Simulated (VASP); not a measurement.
**BeS2: relaxation of cell and atoms with PBE**

BeS2:

```
Be S
1.0
     4.76049    0.00000    0.00000
     0.00000    4.76049    0.00000
     0.00000    0.00000    4.76049
Be S
2 4
Direct
  0.00000 0.00000 0.00000
  0.50000 0.50000 0.50000
  0.25000 0.25000 0.25000
  0.25000 0.75000 0.75000
  0.75000 0.75000 0.25000
  0.75000 0.25000 0.75000
```

```
Program                : VASP 6.6.1
Task                   : relaxation of cell and atoms
Functional             : PBE
Potentials or basis    : VASP PAW PBE potentials, release 64 (Be, S)
Cutoff                 : 600 eV
k mesh                 : 8 × 8 × 8
Occupations            : gaussian, width 0.1 eV
Spin                   : no spin polarisation
Dipole correction      : no
Further INCAR settings : ALGO = Normal; EDIFF = 1e-07; IBRION = 2; EDIFFG = -0.01; NSW = 100; ISIF = 3
```

* Relaxed volume: 17.16 Å³/atom
* Relaxed cell: a = 4.687 Å, b = 4.687 Å, c = 4.687 Å, α = 90.00°, β = 90.00°, γ = 90.00°
* Space group after relaxing (to 0.05 Å): Pn-3m (No. 224)
* Energy gained by relaxing: 7.8 meV/atom
* Ionic steps: 2
* Pressure after relaxing: -0.1 GPa
* Band gap on the k mesh: zero (band 14 reaches 4.44 eV, above the bottom of band 15 at 3.26 eV)

Step by step:
```
step  energy change (eV)  largest force (eV/Å)  pressure (GPa)  volume (Å³)
   1              0.0000                0.0000           -2.85       107.88
   2             -0.0466                0.0000           -0.08       102.97
```

Final structure:
```
CELL_PARAMETERS angstrom
4.68716 0.00000 0.00000
0.00000 4.68716 0.00000
0.00000 0.00000 4.68716
ATOMIC_POSITIONS crystal
Be 0.00000 0.00000 0.00000
Be 0.50000 0.50000 0.50000
S 0.25000 0.25000 0.25000
S 0.25000 0.75000 0.75000
S 0.75000 0.75000 0.25000
S 0.75000 0.25000 0.75000
```

Levels at points of the mesh, in eV from the Fermi level:
| k point | band 10 | band 11 | band 12 | band 13 | band 14 | band 15 | band 16 | band 17 | band 18 |
| --- | --- | --- | --- | --- | --- | --- | --- | --- | --- |
| (0.00, 0.00, 0.00) | -3.27 | -0.61 | -0.61 | -0.61 | 0.86 | 0.86 | 0.86 | 3.78 | 3.78 |
| (0.50, 0.00, 0.00) | -2.54 | -1.75 | -1.75 | -0.50 | -0.50 | -0.32 | -0.32 | 5.18 | 5.18 |
| (0.50, 0.50, 0.00) | -3.01 | -1.99 | -1.99 | -0.25 | -0.25 | 0.49 | 0.49 | 5.87 | 5.87 |
| (0.50, 0.50, 0.50) | -1.22 | -1.22 | 0.43 | 0.43 | 0.68 | 0.68 | 0.68 | 4.97 | 5.44 |

It took 75 s on 1 thread of Intel(R) Xeon(R) Platinum 8559C (Emerald Rapids), on a shared host, peak memory 0.27 GiB.
